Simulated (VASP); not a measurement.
Input of a VASP 6.6.1 run:

File INCAR:

```
PREC = Accurate
ENCUT = 600
EDIFF = 1E-6
ISMEAR = -1
SIGMA = 0.05
LREAL = False
LASPH = True
NELM = 60
ALGO = Normal
ISIF = 3
LWAVE = False
LCHARG = False
GGA = B5
ALDAX = 1.0
AGGAX = 1.0
AGGAC = 1.0
ALDAC = 0.0
IVDW = 12
VDW_S6 = 1.0
VDW_S8 = 2.6996
VDW_A1 = 0.4298
VDW_A2 = 4.2359
IBRION = 2
NSW = 60
EDIFFG = -0.01
```

KPOINTS

```
Automatic mesh
0
Gamma
  11 11 6
```

The input POSCAR:

```
Re
1.0
    2.7608000000      0.0000000000      0.0000000000
   -1.3804000000      2.3909229348      0.0000000000
    0.0000000000      0.0000000000      4.4582000000
Re
2
Direct
    0.6666666667      0.3333333333      0.7500000000
    0.3333333333      0.6666666667      0.2500000000
```

Potentials or basis: VASP PAW PBE potentials, release 64 (Re).

Run with:

```sh
$ cat potpaw_PBE.64/Re/POTCAR > POTCAR
$ mpirun -np 1 vasp_std > vasp.out
```

Question: What does it give for the space group after relaxing (to 0.1 Å)?

Answer: P6_3/mmc (No. 194).

Question: What does it give for the relaxed cell?

Answer: a = 2.773 Å, b = 2.773 Å, c = 4.467 Å, α = 90.00°, β = 90.00°, γ = 120.00°.

Question: What does it give for the relaxed volume?

Answer: 14.87 Å³/atom.

Step by step:
```tsv
step	energy change (eV)	largest force (eV/Å)	pressure (GPa)	volume (Å³)
1	0.0000	0.0000	4.07	29.43
2	0.0570	0.0000	-14.39	31.05
3	-0.0040	0.0000	-0.12	29.75
4	-0.0040	0.0000	-0.08	29.75
5	-0.0040	0.0000	0.02	29.74
6	-0.0041	0.0000	0.12	29.73
7	-0.0041	0.0000	0.11	29.74
8	-0.0041	0.0000	0.11	29.74
9	-0.0041	0.0000	0.11	29.74
10	-0.0041	0.0000	0.11	29.74
11	-0.0041	0.0000	-0.31	29.77
12	-0.0041	0.0000	0.00	29.74
```

Caveat: the dispersion term is far too large for a dense solid, which distorts pressure and volume; the PAW data sets were made with another functional, which shifts forces and pressure a little. Zero-point motion and thermal expansion aren't in these numbers.
